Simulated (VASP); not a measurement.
# Hf2S (P6_3/mmc) in VASP: a series of runs

Hf2S is run at these levels: PBEsol; tasks: single point, relaxation of cell and atoms.

Program: VASP 6.6.1. These are calculated values, not measurements. Logs are shortened: lines on timing, memory, paths and dates and some standing lists are left out, and cuts for length are marked.

**1. The cell of the first run**

Symmetry: P6_3/mmc, No. 194, hexagonal system. Conventional cell: a = 3.346 Å, b = 3.346 Å, c = 11.665 Å, α = 90.00°, β = 90.00°, γ = 120.00°. Hf (site symmetry 3m) has 3 S at 2.60 Å and 9 Hf at 3.05 to 3.35 Å within 3.4 Å. Within 3.4 Å of S (site symmetry -6m2) lie 6 Hf at 2.60 Å and 6 S at 3.35 Å.

**2. Single point, PBEsol**

INCAR reads:

```
PREC = Accurate
ENCUT = 520
EDIFF = 1E-7
ISMEAR = 0
SIGMA = 0.1
LREAL = False
LASPH = True
NELM = 100
ALGO = Normal
ISIF = 2
LWAVE = False
LCHARG = True
GGA = PS
LELF = True
LVHAR = True
NBANDS = 35
```

KPOINTS reads:

```
regular mesh
0
Gamma
  12 12 4
```

POSCAR reads:

```
Hf2S
1.0
    3.3462106999      0.0000000000      0.0000000000
   -1.6731053500      2.8979034726      0.0000000000
    0.0000000000      0.0000000000     11.6653051212
Hf S
4 2
Direct
    0.6666666667      0.3333333333      0.8985898494
    0.3333333333      0.6666666667      0.3985898494
    0.6666666667      0.3333333333      0.6014101506
    0.3333333333      0.6666666667      0.1014101506
    0.0000000000      0.0000000000      0.7500000000
    0.0000000000      0.0000000000      0.2500000000
```

Potentials or basis: VASP PAW PBE potentials, release 64 (Hf_pv, S).

Run with:

```bash
$ cat potpaw_PBE.64/Hf_pv/POTCAR potpaw_PBE.64/S/POTCAR > POTCAR
$ mpirun -np 1 vasp_std > vasp.out
```

OUTCAR:

```text
PREC = Accurate
   ENCUT = 520
   EDIFF = 1E-7
   ISMEAR = 0
   LREAL = False
   LASPH = True
   NELM = 100
   ISIF = 2
   GGA = PS

 ion  position               nearest neighbor table
   1  0.667  0.333  0.899-   5 2.60   5 2.60   5 2.60   4 3.05   4 3.05   4 3.05   3 3.47
   2  0.333  0.667  0.399-   6 2.60   6 2.60   6 2.60   3 3.05   3 3.05   3 3.05   4 3.47
   3  0.667  0.333  0.601-   5 2.60   5 2.60   5 2.60   2 3.05   2 3.05   2 3.05   1 3.47
   4  0.333  0.667  0.101-   6 2.60   6 2.60   6 2.60   1 3.05   1 3.05   1 3.05   2 3.47
   5  0.000  0.000  0.750-   1 2.60   3 2.60   1 2.60   3 2.60   1 2.60   3 2.60
   6  0.000  0.000  0.250-   2 2.60   4 2.60   2 2.60   4 2.60   2 2.60   4 2.60

  LATTYP: Found a hexagonal cell.
 ALAT       =     3.3462106999
 C/A-ratio  =     3.4861239077

  Lattice vectors:

 A1 = (   3.3462106999,   0.0000000000,   0.0000000000)
 A2 = (  -1.6731053500,   2.8979034726,   0.0000000000)
 A3 = (   0.0000000000,   0.0000000000,  11.6653051212)

Analysis of symmetry for initial positions (statically):
=====================================================================
 Subroutine PRICEL returns:
 Original cell was already a primitive cell.

 Routine SETGRP: Setting up the symmetry group for a
 hexagonal supercell.

 Subroutine GETGRP returns: Found 24 space group operations
 (whereof 12 operations were pure point group operations)
 out of a pool of 24 trial point group operations.

The static configuration has the point symmetry D_3d.
 The point group associated with its full space group is D_6h.

Analysis of symmetry for dynamics (positions and initial velocities):
=====================================================================
 Subroutine PRICEL returns:
 Original cell was already a primitive cell.

 Routine SETGRP: Setting up the symmetry group for a
 hexagonal supercell.

 Subroutine GETGRP returns: Found 24 space group operations
 (whereof 12 operations were pure point group operations)
 out of a pool of 24 trial point group operations.

The dynamic configuration has the point symmetry D_3d.
 The point group associated with its full space group is D_6h.

 Subroutine INISYM returns: Found 24 space group operations
 (whereof 12 operations are pure point group operations),
 and found     1 'primitive' translations

----------------------------------------------------------------------------------------

                                     Primitive cell

  volume of cell :     113.1184

  direct lattice vectors                    reciprocal lattice vectors
[... 95 lines left out ...]
   EDIFF  = 0.1E-06   stopping-criterion for ELM
   LREAL  =      F    real-space projection
   EDIFFG = 0.1E-05   stopping-criterion for IOM
   NSW    =      0    number of steps for IOM
   IBRION =     -1    ionic relax: 0-MD 1-quasi-New 2-CG
   NFREE  =      0    steps in history (QN), initial steepest desc. (CG)
   ISIF   =      2    stress and relaxation
   ISYM   =      2    0-nonsym 1-usesym 2-fastsym
   POTIM  = 0.5000    time-step for ionic-motion
   TEBEG  =    0.0;   TEEND  =   0.0 temperature during run
   PSTRESS=    0.0 pullay stress
   NELECT =      52.0000    total number of electrons
   NUPDOWN=      -1.0000    fix difference up-down
   EMIN   =  10.00;   EMAX   =-10.00  energy-range for DOS
   EFERMI =   0.00;   METHOD = LEGACY
   ISMEAR =     0;   SIGMA  =   0.10  broadening in eV -4-tet -1-fermi 0-gaus
   EFERMI_NEDOS =   21; number of points for ismear=-14 and -15
   IALGO  =     38    algorithm
   IMIX   =      4    mixing-type and parameters
     AMIX     =   0.40;   BMIX     =  1.00
     AMIX_MAG =   1.60;   BMIX_MAG =  1.00
  volume/ion in A,a.u.               =      18.85       127.23
  Fermi-wavevector in a.u.,A,eV,Ry     =   1.263470  2.387612 21.719739  1.596356
  Thomas-Fermi vector in A             =   2.396825
   LORBIT       =      0    0 simple, 1 ext, 2 COOP (PROOUT), +10 PAW based schemes
   GGA     = PS    functional components
   LHFCALC =     F    Hartree Fock is set to
   AEXX    =    0.0000 exact exchange contribution
   IVDW    =     0    specifies the selected vdW correction
   LEPSILON=     F    determine dielectric tensor
   LRPA    =     F    only Hartree local field effects (RPA)
 non-spin polarized calculation
 Gauss-broadening in eV      SIGMA  =   0.10
  energy-cutoff  :      520.00
  volume of cell :      113.12
 maximum number of plane-waves:      3079
 NGX is ok and might be reduce to    28
   NGX = 13   NGY = 13   NGZ = 43

 number of electron      52.0000004 magnetization

 Free energy of the ion-electron system (eV)
  ---------------------------------------------------
  ext. energy  EPLUGINS =         0.00000000
  ---------------------------------------------------
  free energy    TOTEN  =       -57.46002974 eV

  energy without entropy =      -57.44570825  energy(sigma->0) =      -57.45286899

 E-fermi :   6.4470     XC(G=0): -11.6089

 val. band max:        6.4327720058   @ k =   0.2500   0.0833   0.0000
 cond. band min:       6.4507979435   @ k =   0.3333   0.2500   0.0000
 fundamental gap:      0.0180259377
 Fermi energy:         6.4470010566

 k-point     1 :       0.0000    0.0000    0.0000
  band No.  band energies     occupation
      1     -24.7477      2.00000
      2     -24.6117      2.00000
      3     -24.2884      2.00000
      4     -24.1767      2.00000
      5     -24.1767      2.00000
      6     -24.1659      2.00000
[... 901 lines left out ...]
     34       9.5691      0.00000
     35      10.0361      0.00000

 [... further k-points ...]
[... 5 lines left out ...]
  --------------------------------------------------------------------------------------
  -------------------------------------------------------------------------------------
  Total       -0.2979357     -0.2979357     -0.3050703      0.0000000     -0.0000000      0.0000000
  in kB       -4.2198768     -4.2198768     -4.3209304      0.0000000     -0.0000000      0.0000000
  external PRESSURE =      -4.2535613 kB  Pullay stress =       0.0000000 kB

 VOLUME and BASIS-vectors are now :
 -----------------------------------------------------------------------------
  energy-cutoff  :      520.00
  volume of cell :      113.12
      direct lattice vectors                 reciprocal lattice vectors
     3.346210700  0.000000000  0.000000000     0.298845497  0.172538528  0.000000000
    -1.673105350  2.897903473  0.000000000     0.000000000  0.345077056  0.000000000
     0.000000000  0.000000000 11.665305121     0.000000000  0.000000000  0.085724290

 POSITION                                       TOTAL-FORCE (eV/Angst)
 -----------------------------------------------------------------------------------
      1.67311      0.96597     10.48232         0.000000     -0.000000     -0.001862
     -0.00000      1.93194      4.64967        -0.000000     -0.000000     -0.001862
      1.67311      0.96597      7.01563        -0.000000      0.000000      0.001862
     -0.00000      1.93194      1.18298         0.000000      0.000000      0.001862
      0.00000      0.00000      8.74898        -0.000000      0.000000     -0.000000
      0.00000      0.00000      2.91633         0.000000     -0.000000     -0.000000
 -----------------------------------------------------------------------------------
    total drift:                                0.000000      0.000000     -0.000000

  FREE ENERGIE OF THE ION-ELECTRON SYSTEM (eV)
  ---------------------------------------------------
  free  energy   TOTEN  =       -57.4600297352 eV

  energy  without entropy=      -57.4457082546  energy(sigma->0) =      -57.45286899
```

OSZICAR:

```text
N       E                     dE             d eps       ncg     rms          rms(c)
DAV:   1     0.238497221194E+03    0.23850E+03   -0.27840E+04  4038   0.141E+03
DAV:   2    -0.417964096288E+02   -0.28029E+03   -0.26948E+03  4711   0.342E+02
DAV:   3    -0.593810515611E+02   -0.17585E+02   -0.17276E+02  5324   0.570E+01
DAV:   4    -0.596977515957E+02   -0.31670E+00   -0.31507E+00  5012   0.847E+00
DAV:   5    -0.597032686846E+02   -0.55171E-02   -0.55107E-02  5128   0.105E+00    0.102E+02
DAV:   6    -0.579187916575E+02    0.17845E+01   -0.27075E+00  4556   0.715E+00    0.612E+01
DAV:   7    -0.575212499655E+02    0.39754E+00   -0.29448E+00  4591   0.739E+00    0.515E+00
DAV:   8    -0.574610145050E+02    0.60235E-01   -0.40996E-01  4576   0.274E+00    0.149E+00
DAV:   9    -0.574603778053E+02    0.63670E-03   -0.17088E-02  5183   0.625E-01    0.750E-01
DAV:  10    -0.574600293815E+02    0.34842E-03   -0.23506E-03  4601   0.217E-01    0.249E-01
DAV:  11    -0.574600334337E+02   -0.40522E-05   -0.13973E-04  5255   0.539E-02    0.624E-02
DAV:  12    -0.574600292581E+02    0.41755E-05   -0.10222E-05  4859   0.159E-02    0.136E-02
DAV:  13    -0.574600297588E+02   -0.50070E-06   -0.14169E-06  5262   0.549E-03    0.858E-03
DAV:  14    -0.574600297352E+02    0.23605E-07   -0.22884E-07  3656   0.217E-03
   1 F= -.57460030E+02 E0= -.57452869E+02  d E =-.143215E-01
```

stdout:

```text
POSCAR found type information on POSCAR HfS
 POSCAR found :  2 types and       6 ions
 scaLAPACK will be used
 -----------------------------------------------------------------------------
|                                                                             |
|                                                                             |
|     You enforced a specific xc type in the INCAR file but a different       |
|     I HOPE YOU KNOW WHAT YOU ARE DOING!                                     |
|                                                                             |
 -----------------------------------------------------------------------------

 LDA part: xc-table for (Slater+PW92), standard interpolation
 POSCAR, INCAR and KPOINTS ok, starting setup
 FFT: planning ... GRIDC
 FFT: planning ... GRID_SOFT
 FFT: planning ... GRID
 WAVECAR not read
 entering main loop
```

Wall time 2.1 min (1 thread of Intel Xeon 6975P-C (Granite Rapids), shared host); peak memory 0.36 GiB.

Results:

| Property | Result |
| --- | --- |
| Free energy | -57.4600 eV |
| Pressure | -0.4 GPa |
| Band gap on the k mesh | zero (band 26 reaches 6.92 eV, above the bottom of band 27 at 5.89 eV) |

Caveat: the PAW data sets were made with another functional, which shifts forces and pressure a little; spin-orbit coupling is left out, which moves the levels of the heavy elements.

**3. Relaxation of cell and atoms, PBEsol**

This run uses another cell than the first one, of 19.26 Å³/atom, 1.021 times its volume.

INCAR reads:

```
SYSTEM = Hf2S
ALGO = Normal ; EDIFF = 1E-7
EDIFFG = -0.01 ; ENCUT = 600
GGA = PS ; IBRION = 2
ISIF = 3 ; ISMEAR = 0
LASPH = .True. ; LCHARG = .False.
LREAL = .False. ; LWAVE = .False.
NELM = 100 ; NSW = 80
PREC = Accurate ; SIGMA = 0.1
```

KPOINTS reads:

```
k-points
0
Gamma
  12 12 4
  0 0 0
```

POSCAR reads:

```
Hf2S
1.0
    3.3742737662      0.0000000000      0.0000000000
   -1.6871368831      2.9222068008      0.0000000000
    0.0000000000      0.0000000000     11.7174070300
Hf S
4 2
Direct
    0.6666666667      0.3333333333      0.8998116400
    0.3333333333      0.6666666667      0.3998116400
    0.6666666667      0.3333333333      0.6001883600
    0.3333333333      0.6666666667      0.1001883600
    0.0000000000      0.0000000000      0.7500000000
    0.0000000000      0.0000000000      0.2500000000
```

Potentials or basis: VASP PAW PBE potentials, release 64 (Hf_pv, S).

Run with:

```bash
$ cat potpaw_PBE.64/Hf_pv/POTCAR potpaw_PBE.64/S/POTCAR > POTCAR
$ mpirun -np 1 vasp_std > vasp.out
```

Run time: 7.8 min. Hardware: 1 thread of Intel Xeon 6975P-C (Granite Rapids), shared host; peak memory 0.39 GiB.

The run converged. Its results:

| Quantity | Value |
| --- | --- |
| Free energy | -57.4621 eV |
| Relaxed volume | 18.80 Å³/atom |
| Relaxed cell | a = 3.341 Å, b = 3.341 Å, c = 11.663 Å, α = 90.00°, β = 90.00°, γ = 120.00° |
| Space group after relaxing (to 0.05 Å) | P6_3/mmc (No. 194) |
| Energy gained by relaxing | 5.8 meV/atom |
| Ionic steps | 6 |
| Pressure after relaxing | 0.0 GPa |
| Largest force after relaxing | 0.009 eV/Å |
| Band gap on the k mesh | zero (band 26 reaches 6.95 eV, above the bottom of band 27 at 5.92 eV) |

Forces on the atoms (eV/Å):
```
Hf   0.000  0.000 -0.009
Hf   0.000  0.000 -0.009
Hf   0.000  0.000  0.009
Hf   0.000  0.000  0.009
S    0.000  0.000  0.000
S    0.000  0.000  0.000
```

Stress tensor (GPa, compression positive):
```
 0.05  0.00  0.00
 0.00  0.05  0.00
 0.00  0.00 -0.06
```

Step by step:
| step | energy change (eV) | largest force (eV/Å) | pressure (GPa) | volume (Å³) |
| --- | --- | --- | --- | --- |
| 1 | 0.0000 | 0.2025 | -3.28 | 115.54 |
| 2 | 0.0257 | 0.0512 | 5.30 | 109.07 |
| 3 | -0.0315 | 0.1497 | 0.14 | 112.72 |
| 4 | -0.0348 | 0.0421 | 0.03 | 112.75 |
| 5 | -0.0349 | 0.0195 | 0.01 | 112.76 |
| 6 | -0.0351 | 0.0086 | 0.01 | 112.77 |

Final structure:
```
CELL_PARAMETERS angstrom
3.34144 0.00000 0.00000
-1.67072 2.89378 0.00000
0.00000 0.00000 11.66295
ATOMIC_POSITIONS crystal
Hf 0.66667 0.33333 0.89866
Hf 0.33333 0.66667 0.39866
Hf 0.66667 0.33333 0.60134
Hf 0.33333 0.66667 0.10134
S 0.00000 0.00000 0.75000
S 0.00000 0.00000 0.25000
```

Levels at points of the mesh, in eV from the Fermi level:
| k point | band 22 | band 23 | band 24 | band 25 | band 26 | band 27 | band 28 | band 29 | band 30 | band 31 |
| --- | --- | --- | --- | --- | --- | --- | --- | --- | --- | --- |
| (0.00, 0.00, 0.00) | -3.10 | -1.52 | -0.14 | -0.06 | 0.48 | 0.48 | 0.57 | 0.57 | 0.85 | 0.85 |
| (0.50, 0.00, 0.00) | -2.46 | -1.75 | -1.32 | -1.19 | -0.71 | -0.55 | 0.90 | 1.00 | 2.66 | 3.32 |
| (0.00, 0.00, 0.50) | -3.40 | -1.17 | -1.17 | 0.41 | 0.41 | 0.41 | 0.41 | 1.41 | 1.41 | 1.62 |
| (0.50, 0.00, 0.50) | -2.39 | -1.77 | -1.77 | -0.96 | -0.96 | 0.30 | 0.30 | 1.48 | 1.48 | 3.96 |

Caveat: the PAW data sets were made with another functional, which shifts forces and pressure a little; spin-orbit coupling is left out, which moves the levels of the heavy elements.
